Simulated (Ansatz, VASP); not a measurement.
One calculation of Si2Ge3, two programs

File INCAR:

```
SYSTEM = Si2Ge3
PREC = Accurate
ENCUT = 520
EDIFF = 1E-7
ISMEAR = 0
SIGMA = 0.1
LREAL = .FALSE.
LASPH = .TRUE.
NELM = 80
ALGO = Normal
ISIF = 2
LWAVE = .FALSE.
LCHARG = .FALSE.
GGA = PE
NBANDS = 33
```

Contents of KPOINTS:

```
regular mesh
0
G
  6 6 2
  0 0 0
```

Contents of POSCAR:

```
Si2Ge3
1.0
    2.7893261400      0.0000000000      0.0000000000
   -1.3946630700      2.4156272900      0.0000000000
    0.0000000000      0.0000000000     13.0966969500
Si Ge
2 3
Direct
    0.0000000000      0.0000000000      0.6000000000
    0.0000000000      0.0000000000      0.4000000000
    0.0000000000      0.0000000000      0.8000000000
    0.0000000000      0.0000000000      0.0000000000
    0.0000000000      0.0000000000      0.2000000000
```

Input for Ansatz:

```yaml
crystal:
  lattice:
    - [2.78932614, 0.0, 0.0]
    - [-1.39466307, 2.41562729, 0.0]
    - [0.0, 0.0, 13.09669695]
  atoms:
    - { symbol: Si, position: [0.0, 0.0, 0.6] }
    - { symbol: Si, position: [0.0, 0.0, 0.4] }
    - { symbol: Ge, position: [0.0, 0.0, 0.8] }
    - { symbol: Ge, position: [0.0, 0.0, 0.0] }
    - { symbol: Ge, position: [0.0, 0.0, 0.2] }
basis:
  ecutwfc: 420
kpoints:
  mp_grid: { grid: [6, 6, 2] }
hamiltonian:
  xc: pbe
scf:
  occupations: { method: gaussian, width: 0.1 }
  lower_state_search: "off"
output:
  forces: true
  stress: true
  eigenvalues: true
```

Alike in both runs: task single point; functional PBE; k mesh 6 × 6 × 2; occupations gaussian, width 0.1 eV; no spin polarisation.

```csv
,VASP,Ansatz
version,VASP 6.6.1,Ansatz 0.2.0
potentials or method,"VASP PAW PBE potentials, release 64 (Si, Ge_d), cutoff 520 eV","scalar-relativistic, plane waves, PAW"
valence electrons in the cell,50,50
```

|  | VASP | Ansatz | Ansatz less VASP |
| --- | --- | --- | --- |
| gap on the k mesh at the Fermi level (eV) | none | none | - |
| pressure (GPa) | 1.9 | 1.9 | -0.01 |
| traceless stress, the component that is largest in VASP (GPa) | 10.50 | 10.51 | +0.007 |
| rms of the force components (eV/Å) | 0.221 | 0.219 | -0.0018 |

Atom by atom the forces differ by 0.002 eV/Å (rms over components). A gap of «none» marks a metal or a gap that the smearing closes.

The k mesh is coarse, so the values compare programs but aren't converged.
